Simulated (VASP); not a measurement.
H2CS2O, 24 atoms in the cell. The cell holds an amorphous packing of atoms, 24 atoms: a = 8.776 Å, b = 8.776 Å, c = 8.776 Å, α = 90.00°, β = 90.00°, γ = 90.00°. 

| Property | Result |
| --- | --- |
| Program | VASP 6.6.1 |
| Task | single point |
| Functional | PBE |
| Dispersion | D3(BJ) |
| Potentials or basis | VASP PAW PBE potentials, release 64 (S, C, O, H) |
| Cutoff | 520 eV |
| k mesh | 1 × 1 × 1 |
| Occupations | fermi-dirac, width 0.05 eV |
| Spin | no spin polarisation |
| Dipole correction | no |
| Further INCAR settings | LREAL = Auto; ALGO = Normal; EDIFF = 1e-06; NBANDS = 66 |

Potentials or basis: VASP PAW PBE potentials, release 64 (S, C, O, H).

Command:

```console
$ cat potpaw_PBE.64/S/POTCAR potpaw_PBE.64/C/POTCAR potpaw_PBE.64/O/POTCAR potpaw_PBE.64/H/POTCAR > POTCAR
$ mpirun -np 1 vasp_gam > vasp.out
```

Hardware: 1 thread of Intel Xeon 8259CL, on a shared host.

**Question.** Estimate the wall time of this run.

**Answer.** Wall time 3.6 min on 1 thread of Intel Xeon 8259CL, with other jobs on the host, peak memory 0.71 GiB. Counts: scf iterations 18, k points 1.
